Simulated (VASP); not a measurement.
# K (Fm-3m) in VASP: a series of runs, part 2 of 2

VASP 6.6.1. Earlier steps stand in the parts before.

### Step 3. Single point, BLYP (volume scaled by 0.88)

INCAR

```
SYSTEM = K
AGGAC = 1.0
AGGAX = 1.0
ALDAC = 0.0
ALDAX = 1.0
ALGO = Normal
EDIFF = 1E-6
ENCUT = 520
GGA = B5
ISIF = 2
ISMEAR = -1
LASPH = .True.
LCHARG = .False.
LREAL = .False.
LWAVE = .False.
NBANDS = 10
NELM = 60
PREC = Accurate
SIGMA = 0.1
```

KPOINTS

```
k-points
0
Gamma
  9 9 9
  0 0 0
```

POSCAR

```
K
1.0
    0.0000000000      3.2207646440      3.2207646440
    3.2207646440      0.0000000000      3.2207646440
    3.2207646440      3.2207646440      0.0000000000
K
1
Direct
    0.0000000000      0.0000000000      0.0000000000
```

Potentials or basis: VASP PAW PBE potentials, release 64 (K_sv).

The run is started by

```sh
$ cat potpaw_PBE.64/K_sv/POTCAR > POTCAR
$ mpirun -np 1 vasp_std > vasp.out
```

OUTCAR:

```text
SYSTEM = K
   EDIFF = 1E-6
   ENCUT = 520
   GGA = B5
   ISIF = 2
   ISMEAR = -1
   LASPH = .True.
   LREAL = .False.
   NELM = 60
   PREC = Accurate

 ion  position               nearest neighbor table
   1  0.000  0.000  0.000-

  LATTYP: Found a face centered cubic cell.
 ALAT       =     6.4415292880

  Lattice vectors:

 A1 = (   0.0000000000,   3.2207646440,   3.2207646440)
 A2 = (   3.2207646440,   0.0000000000,   3.2207646440)
 A3 = (   3.2207646440,   3.2207646440,   0.0000000000)

Analysis of symmetry for initial positions (statically):
=====================================================================
 Subroutine PRICEL returns:
 Original cell was already a primitive cell.

 Routine SETGRP: Setting up the symmetry group for a
 face centered cubic supercell.

 Subroutine GETGRP returns: Found 48 space group operations
 (whereof 48 operations were pure point group operations)
 out of a pool of 48 trial point group operations.

The static configuration has the point symmetry O_h .

Analysis of symmetry for dynamics (positions and initial velocities):
=====================================================================
 Subroutine PRICEL returns:
 Original cell was already a primitive cell.

 Routine SETGRP: Setting up the symmetry group for a
 face centered cubic supercell.

 Subroutine GETGRP returns: Found 48 space group operations
 (whereof 48 operations were pure point group operations)
 out of a pool of 48 trial point group operations.

The dynamic configuration has the point symmetry O_h .

 Subroutine INISYM returns: Found 48 space group operations
 (whereof 48 operations are pure point group operations),
 and found     1 'primitive' translations

----------------------------------------------------------------------------------------

                                     Primitive cell

  volume of cell :      66.8201

  direct lattice vectors                    reciprocal lattice vectors
     0.000000000  3.220764644  3.220764644    -0.155242638  0.155242638  0.155242638
     3.220764644  0.000000000  3.220764644     0.155242638 -0.155242638  0.155242638
     3.220764644  3.220764644  0.000000000     0.155242638  0.155242638 -0.155242638

  length of vectors
     4.554849041  4.554849041  4.554849041     0.268888137  0.268888137  0.268888137

  position of ions in fractional coordinates (direct lattice)
     0.000000000  0.000000000  0.000000000

  ion indices of the primitive-cell ions
   primitive index   ion index
                 1           1

----------------------------------------------------------------------------------------

 KPOINTS: k-points

Automatic generation of k-mesh.
 Grid dimensions read from file:
 generate k-points for:    9    9    9

 Generating k-lattice:

  Cartesian coordinates                     Fractional coordinates (reciprocal lattice)
    -0.017249182  0.017249182  0.017249182     0.111111111  0.000000000  0.000000000
     0.017249182 -0.017249182  0.017249182     0.000000000  0.111111111  0.000000000
     0.017249182  0.017249182 -0.017249182     0.000000000  0.000000000  0.111111111

  Length of vectors
     0.029876460  0.029876460  0.029876460

  Shift w.r.t. Gamma in fractional coordinates (k-lattice)
     0.000000000  0.000000000  0.000000000

 Subroutine IBZKPT returns following result:
 ===========================================

 Found     35 irreducible k-points:

 Following reciprocal coordinates:
            Coordinates               Weight
  0.000000  0.000000  0.000000      1.000000
  0.111111  0.000000  0.000000      8.000000
  0.222222  0.000000  0.000000      8.000000
  0.333333  0.000000  0.000000      8.000000
  0.444444  0.000000  0.000000      8.000000
  0.111111  0.111111  0.000000      6.000000
[... 16 lines left out ...]
 -0.333333  0.333333  0.000000     12.000000
  0.444444  0.444444  0.000000      6.000000
 [... further k-points ...]
   k-points           NKPTS =     35   k-points in BZ     NKDIM =     35   number of bands    NBANDS=     10
   number of dos      NEDOS =    301   number of ions     NIONS =      1
   total plane-waves  NPLWV =  46656
   dimension x,y,z NGX =    36 NGY =   36 NGZ =   36
   dimension x,y,z NGXF=    72 NGYF=   72 NGZF=   72
   ions per type =               1
   NGX,Y,Z   is equivalent  to a cutoff of  13.14, 13.14, 13.14 a.u.
   NGXF,Y,Z  is equivalent  to a cutoff of  26.28, 26.28, 26.28 a.u.
 SYSTEM =  K
   PREC   = accura    normal or accurate (medium, high low for compatibility)
   ISTART =      0    job   : 0-new  1-cont  2-samecut
   ICHARG =      2    charge: 1-file 2-atom 10-const
   ISPIN  =      1    spin polarized calculation?
   LNONCOLLINEAR =      F non collinear calculations
   LSORBIT =      F    spin-orbit coupling
   LASPH  =      T    aspherical Exc in radial PAW
   ENCUT  =  520.0 eV  38.22 Ry    6.18 a.u.   8.47  8.47  8.47*2*pi/ulx,y,z
   NELM   =     60;   NELMIN=  2; NELMDL= -5     # of ELM steps
   EDIFF  = 0.1E-05   stopping-criterion for ELM
   LREAL  =      F    real-space projection
[... 7 lines left out ...]
   TEBEG  =    0.0;   TEEND  =   0.0 temperature during run
   PSTRESS=    0.0 pullay stress
   NELECT =       9.0000    total number of electrons
   NUPDOWN=      -1.0000    fix difference up-down
   EMIN   =  10.00;   EMAX   =-10.00  energy-range for DOS
   EFERMI =   0.00;   METHOD = LEGACY
   ISMEAR =    -1;   SIGMA  =   0.10  broadening in eV -4-tet -1-fermi 0-gaus
   EFERMI_NEDOS =   21; number of points for ismear=-14 and -15
   IALGO  =     38    algorithm
   IMIX   =      4    mixing-type and parameters
     AMIX     =   0.40;   BMIX     =  1.00
     AMIX_MAG =   1.60;   BMIX_MAG =  1.00
  volume/ion in A,a.u.               =      66.82       450.92
  Fermi-wavevector in a.u.,A,eV,Ry     =   0.839177  1.585814  9.581458  0.704217
  Thomas-Fermi vector in A             =   1.953352
   LORBIT       =      0    0 simple, 1 ext, 2 COOP (PROOUT), +10 PAW based schemes
   GGA     = B5    functional components
   LHFCALC =     F    Hartree Fock is set to
   AEXX    =    0.0000 exact exchange contribution
   IVDW    =     0    specifies the selected vdW correction
   LEPSILON=     F    determine dielectric tensor
   LRPA    =     F    only Hartree local field effects (RPA)
 non-spin polarized calculation
  energy-cutoff  :      520.00
  volume of cell :       66.82
 maximum number of plane-waves:      1823
 NGX is ok and might be reduce to    36
   NGX = 17   NGY = 17   NGZ = 17

 number of electron       9.0000000 magnetization

 Free energy of the ion-electron system (eV)
  ---------------------------------------------------
  ext. energy  EPLUGINS =         0.00000000
  ---------------------------------------------------
  free energy    TOTEN  =        -0.70406339 eV

  energy without entropy =       -0.67947822  energy(sigma->0) =       -0.69177081

 E-fermi :   0.5613     XC(G=0):  -5.5084

 val. band max:        0.4456904401   @ k =   0.4444   0.0000   0.0000
 cond. band min:       0.5999458443   @ k =   0.4444   0.3333   0.0000
 fundamental gap:      0.1542554042
 Fermi energy:         0.5613258445

 k-point     1 :       0.0000    0.0000    0.0000
  band No.  band energies     occupation
      1     -31.6839      2.00000
      2     -15.2112      2.00000
      3     -15.2112      2.00000
      4     -15.2112      2.00000
      5      -1.7740      2.00000
      6       4.5932      0.00000
      7       4.5932      0.00000
      8       4.5932      0.00000
      9       5.8286      0.00000
     10       5.8286      0.00000

 k-point     2 :       0.1111    0.0000    0.0000
  band No.  band energies     occupation
      1     -31.6832      2.00000
      2     -15.2223      2.00000
      3     -15.2127      2.00000
      4     -15.2127      2.00000
      5      -1.6162      2.00000
      6       4.2474      0.00000
      7       4.6539      0.00000
      8       4.6539      0.00000
      9       5.7210      0.00000
     10       5.7210      0.00000
[... 274 lines left out ...]
 k-point    24 :       0.4444    0.4444    0.0000
  band No.  band energies     occupation
      1     -31.6761      2.00000
      2     -15.2965      2.00000
      3     -15.2442      2.00000
      4     -15.2442      2.00000
      5       1.0513      0.01479
      6       2.3839      0.00000
      7       2.7784      0.00000
      8       5.6660      0.00000
      9       5.6660      0.00000
     10       6.3844      0.00000

 [... further k-points ...]

------------------------ aborting loop because EDIFF is reached ----------------------------------------

  FORCE on cell =-STRESS in cart. coord.  units (eV):
  Direction    XX          YY          ZZ          XY          YZ          ZX
  --------------------------------------------------------------------------------------
  -------------------------------------------------------------------------------------
  Total        0.2144723      0.2144723      0.2144723      0.0000000     -0.0000000     -0.0000000
  in kB        5.1425058      5.1425058      5.1425058      0.0000000     -0.0000000     -0.0000000
  external PRESSURE =       5.1425058 kB  Pullay stress =       0.0000000 kB

 VOLUME and BASIS-vectors are now :
 -----------------------------------------------------------------------------
  energy-cutoff  :      520.00
  volume of cell :       66.82
      direct lattice vectors                 reciprocal lattice vectors
     0.000000000  3.220764644  3.220764644    -0.155242638  0.155242638  0.155242638
     3.220764644  0.000000000  3.220764644     0.155242638 -0.155242638  0.155242638
     3.220764644  3.220764644  0.000000000     0.155242638  0.155242638 -0.155242638

 POSITION                                       TOTAL-FORCE (eV/Angst)
 -----------------------------------------------------------------------------------
      0.00000      0.00000      0.00000         0.000000      0.000000      0.000000
 -----------------------------------------------------------------------------------
    total drift:                               -0.000000      0.000000      0.000000

  FREE ENERGIE OF THE ION-ELECTRON SYSTEM (eV)
  ---------------------------------------------------
  free  energy   TOTEN  =        -0.7040633901 eV

  energy  without entropy=       -0.6794782221  energy(sigma->0) =       -0.69177081
```

OSZICAR:

```text
N       E                     dE             d eps       ncg     rms          rms(c)
DAV:   1     0.471990104508E+02    0.47199E+02   -0.35506E+03   700   0.686E+02
DAV:   2     0.977404546974E+00   -0.46222E+02   -0.45490E+02   746   0.192E+02
DAV:   3    -0.646487194128E+00   -0.16239E+01   -0.16128E+01  1090   0.291E+01
DAV:   4    -0.704814312592E+00   -0.58327E-01   -0.57733E-01   976   0.422E+00
DAV:   5    -0.706049931782E+00   -0.12356E-02   -0.12354E-02  1080   0.470E-01    0.276E+00
DAV:   6    -0.704259278316E+00    0.17907E-02   -0.24255E-03  1004   0.354E-01    0.177E+00
DAV:   7    -0.703972610357E+00    0.28667E-03   -0.48469E-03  1048   0.422E-01    0.891E-02
DAV:   8    -0.704003269522E+00   -0.30659E-04   -0.53772E-04  1036   0.224E-01    0.168E-02
DAV:   9    -0.704041731855E+00   -0.38462E-04   -0.65942E-05   806   0.417E-02    0.607E-03
DAV:  10    -0.704059596897E+00   -0.17865E-04   -0.37044E-05   814   0.221E-02    0.454E-03
DAV:  11    -0.704063330284E+00   -0.37334E-05   -0.16698E-05   806   0.129E-02    0.957E-04
DAV:  12    -0.704063390107E+00   -0.59823E-07   -0.17610E-07   686   0.198E-03
   1 F= -.70406339E+00 E0= -.69177081E+00  d E =-.245852E-01
```

stdout:

```text
POSCAR found type information on POSCAR K
 POSCAR found :  1 types and       1 ions
 scaLAPACK will be used
 -----------------------------------------------------------------------------
|                                                                             |
|                                                                             |
|     You enforced a specific xc type in the INCAR file but a different       |
|     I HOPE YOU KNOW WHAT YOU ARE DOING!                                     |
|                                                                             |
 -----------------------------------------------------------------------------

 LDA part: xc-table for (Slater(with rela. corr.)+VWN5), standard interpolation
 POSCAR, INCAR and KPOINTS ok, starting setup
 FFT: planning ... GRIDC
 FFT: planning ... GRID_SOFT
 FFT: planning ... GRID
 WAVECAR not read
 entering main loop
```

Wall time 25 s (1 thread of Intel Xeon 6975P-C, shared host); peak memory 0.2 GiB.

Results:

```
Free energy : -0.7041 eV
Pressure    : 0.5 GPa
```

Caveat: the PAW data sets were made with another functional, which shifts forces and pressure a little.
